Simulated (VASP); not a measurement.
# TaN in VASP: notebook, part 2 of 3

VASP 6.6.1. Earlier steps stand in the parts before.

## Step 3: Single point, PBE (atoms moved at random)

INCAR

```
SYSTEM = TaN
ALGO     = Normal         ! electronic algorithm
EDIFF    = 1E-7           ! SCF threshold, eV
ENCUT    = 520            ! plane-wave cutoff, eV
GGA      = PE             ! functional
ISIF     = 2              ! what is computed and relaxed
ISMEAR   = -1             ! smearing method
LASPH    = .True.         ! aspherical terms in the spheres
LCHARG   = .False.        ! write CHGCAR
LREAL    = .False.        ! projectors in reciprocal space
LWAVE    = .False.        ! write WAVECAR
NBANDS   = 15             ! bands
NELM     = 60             ! most SCF steps
PREC     = Accurate       ! precision mode
SIGMA    = 0.05           ! smearing width, eV
```

KPOINTS

```
k-points
0
Gamma
  10 10 10
  0 0 0
```

POSCAR

```
TaN
1.0
    0.0000000000      2.2113230000      2.2113230000
    2.2113230000      0.0000000000      2.2113230000
    2.2113230000      2.2113230000      0.0000000000
Ta N
1 1
Direct
    0.5135260000      0.4842130000      0.5289790000
   -0.0129020000     -0.0147020000      0.0156950000
```

Potentials or basis: VASP PAW PBE potentials, release 64 (Ta_pv, N).

On the command line:

```bash
$ cat potpaw_PBE.64/Ta_pv/POTCAR potpaw_PBE.64/N/POTCAR > POTCAR
$ mpirun -np 1 vasp_std > vasp.out
```

OUTCAR:

```text
SYSTEM = TaN
   EDIFF = 1E-7
   ENCUT = 520
   GGA = PE
   ISIF = 2
   ISMEAR = -1
   LASPH = .True.
   LREAL = .False.
   NELM = 60
   PREC = Accurate

 ion  position               nearest neighbor table
   1  0.514  0.484  0.529-   2 2.12   2 2.16   2 2.19   2 2.24   2 2.27   2 2.30
   2  0.987  0.985  0.016-   1 2.12   1 2.16   1 2.19   1 2.24   1 2.27   1 2.30

  LATTYP: Found a face centered cubic cell.
 ALAT       =     4.4226460000

  Lattice vectors:

 A1 = (   0.0000000000,   2.2113230000,   2.2113230000)
 A2 = (   2.2113230000,   0.0000000000,   2.2113230000)
 A3 = (   2.2113230000,   2.2113230000,   0.0000000000)

Analysis of symmetry for initial positions (statically):
=====================================================================
 Subroutine PRICEL returns:
 Original cell was already a primitive cell.

 Routine SETGRP: Setting up the symmetry group for a
 face centered cubic supercell.

 Subroutine GETGRP returns: Found  1 space group operations
 (whereof  1 operations were pure point group operations)
 out of a pool of 48 trial point group operations.

The static configuration has the point symmetry C_1 .

Analysis of symmetry for dynamics (positions and initial velocities):
=====================================================================
 Subroutine PRICEL returns:
 Original cell was already a primitive cell.

 Routine SETGRP: Setting up the symmetry group for a
 face centered cubic supercell.

 Subroutine GETGRP returns: Found  1 space group operations
 (whereof  1 operations were pure point group operations)
 out of a pool of 48 trial point group operations.

The dynamic configuration has the point symmetry C_1 .

 Subroutine INISYM returns: Found  1 space group operations
 (whereof  1 operations are pure point group operations),
 and found     1 'primitive' translations

----------------------------------------------------------------------------------------
[... 116 lines left out ...]
  Thomas-Fermi vector in A             =   2.594659
   LORBIT       =      0    0 simple, 1 ext, 2 COOP (PROOUT), +10 PAW based schemes
   GGA     = PE    functional components
   LHFCALC =     F    Hartree Fock is set to
   AEXX    =    0.0000 exact exchange contribution
   IVDW    =     0    specifies the selected vdW correction
   LEPSILON=     F    determine dielectric tensor
   LRPA    =     F    only Hartree local field effects (RPA)
 non-spin polarized calculation
  energy-cutoff  :      520.00
  volume of cell :       21.63
 maximum number of plane-waves:       592
   NGX = 11   NGY = 11   NGZ = 11

 number of electron      15.9999999 magnetization

 Free energy of the ion-electron system (eV)
  ---------------------------------------------------
  ext. energy  EPLUGINS =         0.00000000
  ---------------------------------------------------
  free energy    TOTEN  =       -21.80090165 eV

  energy without entropy =      -21.79531562  energy(sigma->0) =      -21.79810864

 E-fermi :   9.3667     XC(G=0): -13.3387

 val. band max:        9.3633354849   @ k =   0.3000   0.5000  -0.3000
 cond. band min:       9.3692245974   @ k =   0.3000   0.2000  -0.4000
 fundamental gap:      0.0058891125
 Fermi energy:         9.3667054278

 k-point     1 :       0.0000    0.0000    0.0000
  band No.  band energies     occupation
      1     -26.4536      2.00000
      2     -26.4462      2.00000
      3     -26.4429      2.00000
      4      -9.3648      2.00000
      5       5.2520      2.00000
      6       5.3129      2.00000
      7       5.3658      2.00000
      8       7.3100      2.00000
      9       7.5316      2.00000
     10       7.6759      2.00000
     11       9.5158      0.09653
     12       9.6920      0.00298
     13      10.7018      0.00000
     14      18.7195      0.00000
[... 401 lines left out ...]
      2     -26.4726      2.00000
      3     -26.4691      2.00000
      4      -9.0675      2.00000
      5       3.6867      2.00000
      6       4.9078      2.00000
      7       4.9518      2.00000
      8       6.8984      2.00000
      9       8.3489      2.00000
     10       8.4446      2.00000
     11       9.7092      0.00212
     12      10.4772      0.00000
     13      12.3504      0.00000
     14      19.6712      0.00000
     15      21.6930      0.00000

 [... further k-points ...]
[... 5 lines left out ...]
  --------------------------------------------------------------------------------------
  -------------------------------------------------------------------------------------
  Total        0.0096106      0.3609718      0.1344237     -0.0245602     -0.0427667     -0.0104397
  in kB        0.7119915     26.7422120      9.9586341     -1.8195131     -3.1683257     -0.7734164
  external PRESSURE =      12.4709459 kB  Pullay stress =       0.0000000 kB

 VOLUME and BASIS-vectors are now :
 -----------------------------------------------------------------------------
  energy-cutoff  :      520.00
  volume of cell :       21.63
      direct lattice vectors                 reciprocal lattice vectors
     0.000000000  2.211323000  2.211323000    -0.226108985  0.226108985  0.226108985
     2.211323000  0.000000000  2.211323000     0.226108985 -0.226108985  0.226108985
     2.211323000  2.211323000  0.000000000     0.226108985  0.226108985 -0.226108985

 POSITION                                       TOTAL-FORCE (eV/Angst)
 -----------------------------------------------------------------------------------
      2.24049      2.30532      2.20632        -0.203311     -0.665042     -0.432636
      2.21352      2.21750      4.36160         0.203311      0.665042      0.432636
 -----------------------------------------------------------------------------------
    total drift:                               -0.000050      0.000021     -0.000133

  FREE ENERGIE OF THE ION-ELECTRON SYSTEM (eV)
  ---------------------------------------------------
  free  energy   TOTEN  =       -21.8009016452 eV

  energy  without entropy=      -21.7953156249  energy(sigma->0) =      -21.79810864
```

OSZICAR:

```text
N       E                     dE             d eps       ncg     rms          rms(c)
DAV:   1     0.906044106654E+02    0.90604E+02   -0.87441E+03 15144   0.113E+03
DAV:   2    -0.220125045274E+02   -0.11262E+03   -0.10622E+03 18613   0.305E+02
DAV:   3    -0.248198564284E+02   -0.28074E+01   -0.27911E+01 16898   0.451E+01
DAV:   4    -0.248309467918E+02   -0.11090E-01   -0.11087E-01 19847   0.306E+00
DAV:   5    -0.248310202496E+02   -0.73458E-04   -0.73456E-04 17165   0.223E-01    0.236E+01
DAV:   6    -0.218979679874E+02    0.29331E+01   -0.55962E+00 18361   0.263E+01    0.970E+00
DAV:   7    -0.218355607811E+02    0.62407E-01   -0.55048E-01 16751   0.610E+00    0.677E+00
DAV:   8    -0.218078684165E+02    0.27692E-01   -0.15058E-01 18690   0.333E+00    0.164E+00
DAV:   9    -0.218009760311E+02    0.68924E-02   -0.19594E-02 16884   0.114E+00    0.289E-01
DAV:  10    -0.218009372675E+02    0.38764E-04   -0.12626E-03 18865   0.381E-01    0.474E-02
DAV:  11    -0.218009020781E+02    0.35189E-04   -0.69234E-05 16786   0.986E-02    0.165E-02
DAV:  12    -0.218009020371E+02    0.41014E-07   -0.58898E-06 18795   0.236E-02    0.589E-03
DAV:  13    -0.218009016335E+02    0.40357E-06   -0.15836E-07 16384   0.388E-03    0.226E-03
DAV:  14    -0.218009016452E+02   -0.11609E-07   -0.11146E-08 10927   0.105E-03
   1 F= -.21800902E+02 E0= -.21798109E+02  d E =-.558602E-02
```

It took 2.9 min on 1 thread of Intel Xeon 8259CL, shared host; peak memory 0.28 GiB.

What came out:

```yaml
Free_energy: -21.8009 eV
Pressure: 1.2 GPa
Largest_force: 0.819 eV/Å
Band_gap_on_the_k_mesh: zero (bands 8 and 9 overlap by 3.65 eV)
```

Forces on the atoms (eV/Å):
```
Ta  -0.203 -0.665 -0.433
N    0.203  0.665  0.433
```

Levels at points of the mesh, in eV from the Fermi level:
| k point | band 5 | band 6 | band 7 | band 8 | band 9 | band 10 | band 11 | band 12 |
| --- | --- | --- | --- | --- | --- | --- | --- | --- |
| (0.00, 0.00, 0.00) | -4.11 | -4.05 | -4.00 | -2.06 | -1.84 | -1.69 | 0.15 | 0.33 |
| (0.50, 0.00, 0.00) | -10.23 | -7.47 | -7.43 | 1.78 | 1.80 | 1.96 | 3.70 | 7.26 |
| (0.00, 0.50, 0.00) | -10.24 | -7.45 | -7.40 | 1.75 | 1.81 | 1.93 | 3.60 | 7.16 |
| (0.00, 0.00, 0.50) | -10.24 | -7.45 | -7.40 | 1.77 | 1.79 | 1.95 | 3.63 | 7.18 |
| (0.50, 0.50, 0.50) | -10.22 | -7.50 | -7.48 | 1.82 | 1.86 | 1.93 | 3.82 | 7.29 |
| (0.50, 0.50, 0.00) | -6.62 | -5.78 | -4.65 | -4.16 | 2.12 | 3.43 | 3.44 | 4.26 |
| (0.00, 0.50, 0.50) | -6.62 | -5.86 | -4.67 | -4.06 | 2.14 | 3.44 | 3.44 | 4.27 |
| (0.50, 0.00, 0.50) | -6.60 | -5.59 | -4.63 | -4.37 | 2.09 | 3.43 | 3.43 | 4.23 |

Caveat: the cell differs from its parent crystal (atoms moved at random); spin-orbit coupling is left out, which moves the levels of the heavy elements.

## Step 4: Single point, PBE

This run uses another cell than the first one, of 10.81 Å³/atom.

INCAR

```
PREC = Accurate ; ENCUT = 520
EDIFF = 1E-6 ; ISMEAR = -1
SIGMA = 0.04 ; LREAL = F
LASPH = T ; NELM = 80
ALGO = Normal ; ISIF = 2
LWAVE = F ; LCHARG = T
GGA = PE ; LELF = T
LVHAR = T ; NBANDS = 15
```

KPOINTS

```
Automatic mesh
0
Gamma
  6 6 6
```

POSCAR

```
TaN
1.0
    0.0000000000      2.2113230000      2.2113230000
    2.2113230000      0.0000000000      2.2113230000
    2.2113230000      2.2113230000      0.0000000000
Ta N
1 1
Direct
    0.5000000000      0.5000000000      0.5000000000
    0.0000000000      0.0000000000      0.0000000000
```

Potentials or basis: VASP PAW PBE potentials, release 64 (Ta_pv, N).

On the command line:

```bash
$ cat potpaw_PBE.64/Ta_pv/POTCAR potpaw_PBE.64/N/POTCAR > POTCAR
$ mpirun -np 1 vasp_std > vasp.out
```

OUTCAR:

```text
PREC = Accurate
   ENCUT = 520
   EDIFF = 1E-6
   ISMEAR = -1
   LREAL = F
   LASPH = T
   NELM = 80
   ISIF = 2
   GGA = PE

 ion  position               nearest neighbor table
   1  0.500  0.500  0.500-   2 2.21   2 2.21   2 2.21   2 2.21   2 2.21   2 2.21
   2  0.000  0.000  0.000-   1 2.21   1 2.21   1 2.21   1 2.21   1 2.21   1 2.21

  LATTYP: Found a face centered cubic cell.
 ALAT       =     4.4226460000

  Lattice vectors:

 A1 = (   0.0000000000,   2.2113230000,   2.2113230000)
[... 461 lines left out ...]

------------------------ aborting loop because EDIFF is reached ----------------------------------------

  FORCE on cell =-STRESS in cart. coord.  units (eV):
  Direction    XX          YY          ZZ          XY          YZ          ZX
  --------------------------------------------------------------------------------------
  -------------------------------------------------------------------------------------
  Total        0.0003826      0.0003826      0.0003826      0.0000000      0.0000000      0.0000000
  in kB        0.0283419      0.0283419      0.0283419      0.0000000      0.0000000      0.0000000
  external PRESSURE =       0.0283419 kB  Pullay stress =       0.0000000 kB

 VOLUME and BASIS-vectors are now :
 -----------------------------------------------------------------------------
  energy-cutoff  :      520.00
  volume of cell :       21.63
      direct lattice vectors                 reciprocal lattice vectors
     0.000000000  2.211323000  2.211323000    -0.226108985  0.226108985  0.226108985
     2.211323000  0.000000000  2.211323000     0.226108985 -0.226108985  0.226108985
     2.211323000  2.211323000  0.000000000     0.226108985  0.226108985 -0.226108985

 POSITION                                       TOTAL-FORCE (eV/Angst)
 -----------------------------------------------------------------------------------
      2.21132      2.21132      2.21132        -0.000000     -0.000000     -0.000000
      0.00000      0.00000      0.00000         0.000000      0.000000      0.000000
 -----------------------------------------------------------------------------------
    total drift:                                0.000000     -0.000000     -0.000000

  FREE ENERGIE OF THE ION-ELECTRON SYSTEM (eV)
  ---------------------------------------------------
  free  energy   TOTEN  =       -21.7690491160 eV

  energy  without entropy=      -21.7604618740  energy(sigma->0) =      -21.76475550
```

It took 7.1 s on 1 thread of Intel Xeon 8259CL, shared host; peak memory 0.14 GiB.

Results:

| Quantity | Value |
| --- | --- |
| Free energy | -21.7690 eV |
| Pressure | 0.0 GPa |
| Band gap on the k mesh | zero (bands 8 and 9 overlap by 3.91 eV) |

Caveat: the k points lie up to 0.41 Å⁻¹ apart, too coarse for converged energies and pressures of a metal; spin-orbit coupling is left out, which moves the levels of the heavy elements.

## Step 5: Single point, revPBE

This run uses another cell than the first one, of 10.81 Å³/atom.

INCAR

```
PREC     = Accurate       # precision mode
ENCUT    = 520            # plane-wave cutoff, eV
EDIFF    = 1E-7           # SCF threshold, eV
ISMEAR   = -1             # smearing method
SIGMA    = 0.05           # smearing width, eV
LREAL    = False          # projectors in reciprocal space
LASPH    = True           # aspherical terms in the spheres
NELM     = 60             # most SCF steps
ALGO     = Normal         # electronic algorithm
ISIF     = 2              # what is computed and relaxed
LWAVE    = False          # write WAVECAR
LCHARG   = True           # write CHGCAR
GGA      = RE             # functional
LELF     = True           # ELF
LVHAR    = True         
NBANDS   = 15             # bands
```

KPOINTS

```
regular mesh
0
Gamma
  10 10 10
```

POSCAR is that of step 4.

Potentials or basis: VASP PAW PBE potentials, release 64 (Ta_pv, N).

On the command line:

```bash
$ cat potpaw_PBE.64/Ta_pv/POTCAR potpaw_PBE.64/N/POTCAR > POTCAR
$ mpirun -np 1 vasp_std > vasp.out
```

OUTCAR:

```text
PREC = Accurate
   ENCUT = 520
   EDIFF = 1E-7
   ISMEAR = -1
   LREAL = False
   LASPH = True
   NELM = 60
   ISIF = 2
   GGA = RE

 ion  position               nearest neighbor table
   1  0.500  0.500  0.500-   2 2.21   2 2.21   2 2.21   2 2.21   2 2.21   2 2.21
   2  0.000  0.000  0.000-   1 2.21   1 2.21   1 2.21   1 2.21   1 2.21   1 2.21

  LATTYP: Found a face centered cubic cell.
 ALAT       =     4.4226460000

  Lattice vectors:

 A1 = (   0.0000000000,   2.2113230000,   2.2113230000)
 A2 = (   2.2113230000,   0.0000000000,   2.2113230000)
 A3 = (   2.2113230000,   2.2113230000,   0.0000000000)

Analysis of symmetry for initial positions (statically):
=====================================================================
 Subroutine PRICEL returns:
 Original cell was already a primitive cell.

 Routine SETGRP: Setting up the symmetry group for a
 face centered cubic supercell.

 Subroutine GETGRP returns: Found 48 space group operations
 (whereof 48 operations were pure point group operations)
 out of a pool of 48 trial point group operations.

The static configuration has the point symmetry O_h .

Analysis of symmetry for dynamics (positions and initial velocities):
[... 169 lines left out ...]
      3     -26.4185      2.00000
      4      -9.3359      2.00000
      5       5.6588      2.00000
      6       5.6588      2.00000
      7       5.6588      2.00000
      8       7.3750      2.00000
      9       7.3750      2.00000
     10       7.3750      2.00000
     11       9.4983      0.65942
     12       9.4983      0.65941
     13      10.7875      0.00000
     14      18.8056      0.00000
[... 401 lines left out ...]
      2     -26.6445      2.00000
      3     -26.6206      2.00000
      4      -7.8162      2.00000
      5       1.5609      2.00000
      6       3.6209      2.00000
      7       4.2840      2.00000
      8       5.6318      2.00000
      9      11.5574      0.00000
     10      12.2827      0.00000
     11      12.3617      0.00000
     12      13.1658      0.00000
     13      17.6748      0.00000
     14      19.9385      0.00000
     15      21.7832      0.00000

 [... further k-points ...]
[... 5 lines left out ...]
  --------------------------------------------------------------------------------------
  -------------------------------------------------------------------------------------
  Total        0.3717711      0.3717711      0.3717711      0.0000000     -0.0000000      0.0000000
  in kB       27.5422665     27.5422665     27.5422665      0.0000000     -0.0000000      0.0000000
  external PRESSURE =      27.5422665 kB  Pullay stress =       0.0000000 kB

 VOLUME and BASIS-vectors are now :
 -----------------------------------------------------------------------------
  energy-cutoff  :      520.00
  volume of cell :       21.63
      direct lattice vectors                 reciprocal lattice vectors
     0.000000000  2.211323000  2.211323000    -0.226108985  0.226108985  0.226108985
     2.211323000  0.000000000  2.211323000     0.226108985 -0.226108985  0.226108985
     2.211323000  2.211323000  0.000000000     0.226108985  0.226108985 -0.226108985

 POSITION                                       TOTAL-FORCE (eV/Angst)
 -----------------------------------------------------------------------------------
      2.21132      2.21132      2.21132        -0.000000     -0.000000     -0.000000
      0.00000      0.00000      0.00000         0.000000      0.000000      0.000000
 -----------------------------------------------------------------------------------
    total drift:                                0.000000     -0.000000     -0.000000

  FREE ENERGIE OF THE ION-ELECTRON SYSTEM (eV)
  ---------------------------------------------------
  free  energy   TOTEN  =       -20.9828488836 eV

  energy  without entropy=      -20.9769339576  energy(sigma->0) =      -20.97989142
```

It took 13 s on 1 thread of Intel Xeon 8259CL, shared host; peak memory 0.15 GiB.

Results:

```yaml
Free_energy: -20.9828 eV
Pressure: 2.8 GPa
Band_gap_on_the_k_mesh: zero (bands 8 and 9 overlap by 3.91 eV)
```

Caveat: the PAW data sets were made with another functional, which shifts forces and pressure a little; spin-orbit coupling is left out, which moves the levels of the heavy elements.

[end of part 2 of 3]
